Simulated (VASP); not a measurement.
# Au (Fm-3m) in VASP: a series of runs

Au is run at these levels: PBE; tasks: single point.

Everything below comes from runs of VASP 6.6.1. Logs are shortened: lines on timing, memory, paths and dates and some standing lists are left out, and cuts for length are marked.

## (1) The cell of the first run

Symmetry: Fm-3m, No. 225, cubic system. The conventional cell has a = 3.907 Å, b = 3.907 Å, c = 3.907 Å, α = 90.00°, β = 90.00°, γ = 90.00°. Within 3.6 Å of Au (site symmetry m-3m) lie 12 Au at 2.76 Å.

## (2) Single point, PBE

The input, INCAR:

```
PREC = Accurate
ENCUT = 500
EDIFF = 1E-6
ISMEAR = 1
SIGMA = 0.05
LREAL = False
LASPH = True
NELM = 120
ALGO = Normal
ISIF = 2
LWAVE = False
LCHARG = True
GGA = PE
LELF = True
LVHAR = True
NBANDS = 12
GGA_COMPAT = False
```

The input, KPOINTS:

```
regular mesh
0
Gamma
  20 20 20
```

The input, POSCAR:

```
Au
1.0
    0.0000000000      1.9532724500      1.9532724500
    1.9532724500      0.0000000000      1.9532724500
    1.9532724500      1.9532724500      0.0000000000
Au
1
Direct
    0.0000000000      0.0000000000      0.0000000000
```

Potentials or basis: VASP PAW PBE potentials, release 64 (Au).

Run with:

```console
$ cat potpaw_PBE.64/Au/POTCAR > POTCAR
$ mpirun -np 1 vasp_std > vasp.out
```

OUTCAR:

```text
PREC = Accurate
   ENCUT = 500
   EDIFF = 1E-6
   ISMEAR = 1
   LREAL = False
   LASPH = True
   NELM = 120
   ISIF = 2
   GGA = PE

 ion  position               nearest neighbor table
   1  0.000  0.000  0.000-

  LATTYP: Found a face centered cubic cell.
 ALAT       =     3.9065449000

  Lattice vectors:

 A1 = (   0.0000000000,   1.9532724500,   1.9532724500)
 A2 = (   1.9532724500,   0.0000000000,   1.9532724500)
 A3 = (   1.9532724500,   1.9532724500,   0.0000000000)

Analysis of symmetry for initial positions (statically):
=====================================================================
 Subroutine PRICEL returns:
 Original cell was already a primitive cell.

 Routine SETGRP: Setting up the symmetry group for a
 face centered cubic supercell.

 Subroutine GETGRP returns: Found 48 space group operations
 (whereof 48 operations were pure point group operations)
 out of a pool of 48 trial point group operations.

The static configuration has the point symmetry O_h .

Analysis of symmetry for dynamics (positions and initial velocities):
=====================================================================
 Subroutine PRICEL returns:
 Original cell was already a primitive cell.

 Routine SETGRP: Setting up the symmetry group for a
 face centered cubic supercell.

 Subroutine GETGRP returns: Found 48 space group operations
 (whereof 48 operations were pure point group operations)
 out of a pool of 48 trial point group operations.

The dynamic configuration has the point symmetry O_h .

 Subroutine INISYM returns: Found 48 space group operations
 (whereof 48 operations are pure point group operations),
 and found     1 'primitive' translations

----------------------------------------------------------------------------------------

                                     Primitive cell

  volume of cell :      14.9045

  direct lattice vectors                    reciprocal lattice vectors
     0.000000000  1.953272450  1.953272450    -0.255980675  0.255980675  0.255980675
     1.953272450  0.000000000  1.953272450     0.255980675 -0.255980675  0.255980675
     1.953272450  1.953272450  0.000000000     0.255980675  0.255980675 -0.255980675

  length of vectors
     2.762344390  2.762344390  2.762344390     0.443371535  0.443371535  0.443371535

  position of ions in fractional coordinates (direct lattice)
     0.000000000  0.000000000  0.000000000

  ion indices of the primitive-cell ions
   primitive index   ion index
                 1           1

----------------------------------------------------------------------------------------

[... 81 lines left out ...]
   NUPDOWN=      -1.0000    fix difference up-down
   EMIN   =  10.00;   EMAX   =-10.00  energy-range for DOS
   EFERMI =   0.00;   METHOD = LEGACY
   ISMEAR =     1;   SIGMA  =   0.05  broadening in eV -4-tet -1-fermi 0-gaus
   EFERMI_NEDOS =   21; number of points for ismear=-14 and -15
   IALGO  =     38    algorithm
   IMIX   =      4    mixing-type and parameters
     AMIX     =   0.40;   BMIX     =  1.00
     AMIX_MAG =   1.60;   BMIX_MAG =  1.00
  volume/ion in A,a.u.               =      14.90       100.58
  Fermi-wavevector in a.u.,A,eV,Ry     =   1.479448  2.795750 29.779956  2.188765
  Thomas-Fermi vector in A             =   2.593604
   LORBIT       =      0    0 simple, 1 ext, 2 COOP (PROOUT), +10 PAW based schemes
   GGA     = PE    functional components
   LHFCALC =     F    Hartree Fock is set to
   AEXX    =    0.0000 exact exchange contribution
   IVDW    =     0    specifies the selected vdW correction
   LEPSILON=     F    determine dielectric tensor
   LRPA    =     F    only Hartree local field effects (RPA)
 non-spin polarized calculation
 Methfessel and Paxton  Order N= 1 SIGMA  =   0.05
  energy-cutoff  :      500.00
  volume of cell :       14.90
 maximum number of plane-waves:       388
   NGX =  9   NGY =  9   NGZ =  9

 number of electron      11.0000000 magnetization

 Free energy of the ion-electron system (eV)
  ---------------------------------------------------
  ext. energy  EPLUGINS =         0.00000000
  ---------------------------------------------------
  free energy    TOTEN  =        -2.87485071 eV

  energy without entropy =       -2.87488668  energy(sigma->0) =       -2.87486270

 E-fermi :  11.9076     XC(G=0): -13.5344

 val. band max:       11.8322154230   @ k =  -0.2000   0.3000   0.1000
 cond. band min:      11.9191474185   @ k =   0.5000   0.3000   0.1500
 fundamental gap:      0.0869319955
 Fermi energy:        11.9075797400

 k-point     1 :       0.0000    0.0000    0.0000
  band No.  band energies     occupation
      1       0.5186      2.00000
      2       6.3963      2.00000
      3       6.3963      2.00000
      4       6.3963      2.00000
      5       8.3117      2.00000
      6       8.3117      2.00000
      7      26.1190      0.00000
      8      30.9017      0.00000
      9      30.9017      0.00000
     10      30.9017      0.00000
     11      36.2668      0.00000
     12      42.6207      0.00000
[... 331 lines left out ...]
 k-point    24 :      -0.3500    0.0500    0.0000
  band No.  band energies     occupation
      1       3.2836      2.00000
      2       6.4663      2.00000
      3       6.5427      2.00000
      4       7.6056      2.00000
      5       9.1079      2.00000
      6       9.7523      2.00000
      7      19.3397      0.00000
      8      26.4236      0.00000
      9      30.3674      0.00000
     10      32.0141      0.00000
     11      36.4245      0.00000
     12      37.7703      0.00000

 [... further k-points ...]

------------------------ aborting loop because EDIFF is reached ----------------------------------------

  FORCE on cell =-STRESS in cart. coord.  units (eV):
  Direction    XX          YY          ZZ          XY          YZ          ZX
  --------------------------------------------------------------------------------------
  -------------------------------------------------------------------------------------
  Total        4.1500827      4.1500827      4.1500827     -0.0000000      0.0000000      0.0000000
  in kB      446.1170967    446.1170967    446.1170967     -0.0000000      0.0000000      0.0000000
  external PRESSURE =     446.1170967 kB  Pullay stress =       0.0000000 kB

 VOLUME and BASIS-vectors are now :
 -----------------------------------------------------------------------------
  energy-cutoff  :      500.00
  volume of cell :       14.90
      direct lattice vectors                 reciprocal lattice vectors
     0.000000000  1.953272450  1.953272450    -0.255980675  0.255980675  0.255980675
     1.953272450  0.000000000  1.953272450     0.255980675 -0.255980675  0.255980675
     1.953272450  1.953272450  0.000000000     0.255980675  0.255980675 -0.255980675

 POSITION                                       TOTAL-FORCE (eV/Angst)
 -----------------------------------------------------------------------------------
      0.00000      0.00000      0.00000         0.000000      0.000000      0.000000
 -----------------------------------------------------------------------------------
    total drift:                                0.000000     -0.000000      0.000000

  FREE ENERGIE OF THE ION-ELECTRON SYSTEM (eV)
  ---------------------------------------------------
  free  energy   TOTEN  =        -2.8748507051 eV

  energy  without entropy=       -2.8748866839  energy(sigma->0) =       -2.87486270
```

OSZICAR:

```text
N       E                     dE             d eps       ncg     rms          rms(c)
DAV:   1     0.495880715057E+02    0.49588E+02   -0.55662E+03  6360   0.803E+02
DAV:   2    -0.245118429890E+01   -0.52039E+02   -0.49242E+02  7312   0.190E+02
DAV:   3    -0.313470637204E+01   -0.68352E+00   -0.68302E+00  7420   0.209E+01
DAV:   4    -0.313682024954E+01   -0.21139E-02   -0.21138E-02  7488   0.133E+00
DAV:   5    -0.313683371663E+01   -0.13467E-04   -0.13468E-04  7556   0.992E-02    0.144E+01
DAV:   6    -0.290835991471E+01    0.22847E+00   -0.48076E-01  6772   0.592E+00    0.867E+00
DAV:   7    -0.287798460945E+01    0.30375E-01   -0.10578E-01  7196   0.276E+00    0.284E+00
DAV:   8    -0.287485105442E+01    0.31336E-02   -0.55984E-03  6780   0.671E-01    0.271E-01
DAV:   9    -0.287484668367E+01    0.43707E-05   -0.16471E-05  7512   0.383E-02    0.229E-02
DAV:  10    -0.287485055826E+01   -0.38746E-05   -0.17511E-06  7392   0.112E-02    0.395E-03
DAV:  11    -0.287485070508E+01   -0.14681E-06   -0.37924E-08  4044   0.158E-03
   1 F= -.28748507E+01 E0= -.28748627E+01  d E =0.359788E-04
```

stdout:

```text
POSCAR found type information on POSCAR Au
 POSCAR found :  1 types and       1 ions
 scaLAPACK will be used
 LDA part: xc-table for (Slater+PW92), standard interpolation
 POSCAR, INCAR and KPOINTS ok, starting setup
 FFT: planning ... GRIDC
 FFT: planning ... GRID_SOFT
 FFT: planning ... GRID
 WAVECAR not read
 entering main loop
```

It took 18 s on 1 thread of Intel Xeon 6975P-C (Granite Rapids), shared host; peak memory 0.16 GiB.

What came out:

* Free energy: -2.8749 eV
* Pressure: 44.6 GPa
* Band gap on the k mesh: zero (an odd number of electrons rules out a gap without spin polarisation)

Levels at points of the mesh, in eV from the Fermi level:
```csv
k point,band 4,band 5,band 6,band 7,band 8,band 9
"(0.00, 0.00, 0.00)",-5.51,-3.60,-3.60,14.21,18.99,18.99
"(0.50, 0.00, 0.00)",-2.08,-2.08,-1.63,3.85,13.70,18.08
"(0.50, 0.50, 0.00)",-1.67,-1.67,0.62,6.95,10.36,10.36
```

Caveat: the cell stands under pressure; spin-orbit coupling is left out, which moves the levels of the heavy elements.

(Part 1 of 2 ends here.)
